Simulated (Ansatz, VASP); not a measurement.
## Ag in VASP and in Ansatz

Contents of INCAR:

```
SYSTEM = Ag
PREC     = Accurate       ! precision mode
ENCUT    = 520            ! plane-wave cutoff, eV
EDIFF    = 1E-7           ! SCF threshold, eV
ISMEAR   = -1             ! smearing method
SIGMA    = 0.1            ! smearing width, eV
LREAL    = .False.        ! projectors in reciprocal space
LASPH    = .True.         ! aspherical terms in the spheres
NELM     = 80             ! most SCF steps
ALGO     = Normal         ! electronic algorithm
ISIF     = 2              ! what is computed and relaxed
LWAVE    = .False.        ! write WAVECAR
LCHARG   = .True.         ! write CHGCAR
GGA      = RE             ! functional
LELF     = .True.         ! ELF
LVHAR    = .True.       
NBANDS   = 12             ! bands
```

Contents of KPOINTS:

```
regular mesh
0
Gamma
  18 18 18
  0 0 0
```

File POSCAR:

```
Ag
1.0
    2.6697421564      0.0000000000      0.0000000000
    0.0000000000      2.6697421564      0.0000000000
    0.0000000000      0.0000000000      2.6697421564
Ag
1
Direct
    0.0000000000      0.0000000000      0.0000000000
```

Input for Ansatz:

```yaml
crystal:
  lattice:
    - [2.6697421564, 0.0, 0.0]
    - [0.0, 2.6697421564, 0.0]
    - [0.0, 0.0, 2.6697421564]
  atoms:
    - { symbol: Ag, position: [0.0, 0.0, 0.0] }
hamiltonian:
  xc: revpbe
  pseudopotentials:
    kind: paw
    azcp:
      Ag: "pseudopotentials/Ag.paw.azcp"
basis:
  ecutwfc: 420
  fft_grid_basis: typed
kpoints:
  mp_grid: { grid: [18, 18, 18], shift: [0, 0, 0] }
magnetization:
  spin_polarized: false
scf:
  occupations: { method: fermi_dirac, width: 0.1 }
output:
  stress: true
```

Alike in both runs: task single point; functional revPBE; k mesh 18 × 18 × 18; occupations fermi-dirac, width 0.1 eV; no spin polarisation.

|  | VASP | Ansatz |
| --- | --- | --- |
| version | VASP 6.6.1 | Ansatz 0.2.0 |
| potentials or method | VASP PAW PBE potentials, release 64 (Ag), cutoff 520 eV | plane waves (420 eV) with PAW, scalar-relativistic |
| valence electrons in the cell | 11 | 19 |

|  | VASP | Ansatz | Ansatz less VASP |
| --- | --- | --- | --- |
| pressure (GPa) | 10.2 | 10.3 | +0.17 |

VASP's potentials were made for PBE, not for revPBE. VASP's potentials hold 11 valence electrons a cell and Ansatz's 19, so a difference there can come from the potentials and not from the codes.
